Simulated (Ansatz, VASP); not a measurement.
**Si5O in VASP and in Ansatz**

```
Si O
1.0
     4.88493    0.00000    0.00000
    -2.44247    4.23047    0.00000
     0.00000    0.00000    5.82195
Si O
5 1
Direct
  0.00000 0.00000 0.78281
  0.00000 0.00000 0.21719
  0.50000 0.00000 0.00000
  0.00000 0.50000 0.00000
  0.50000 0.50000 0.00000
  0.00000 0.00000 0.50000
```

Alike in both runs: task relaxation of cell and atoms; functional PBE; k mesh 6 × 6 × 4; occupations gaussian, width 0.1 eV; no spin polarisation.

|  | VASP | Ansatz |
| --- | --- | --- |
| version | VASP 6.6.1 | Ansatz 0.2.0 |
| potentials or method | VASP PAW PBE potentials, release 64 (Si, O), cutoff 600 eV | scalar-relativistic, plane waves, PAW |
| valence electrons in the cell | 26 | 26 |

|  | VASP | Ansatz | Ansatz less VASP |
| --- | --- | --- | --- |
| gap on the k mesh at the Fermi level, each at its own relaxed structure (eV) | none | none | - |
| relaxed volume (Å³/atom) | 20.05 | 20.03 | -0.020 |
| relaxed cell length with the largest relative difference (Å) | 5.826 | 5.818 | -0.0085 |

A gap of «none» marks a metal or a gap that the smearing closes.
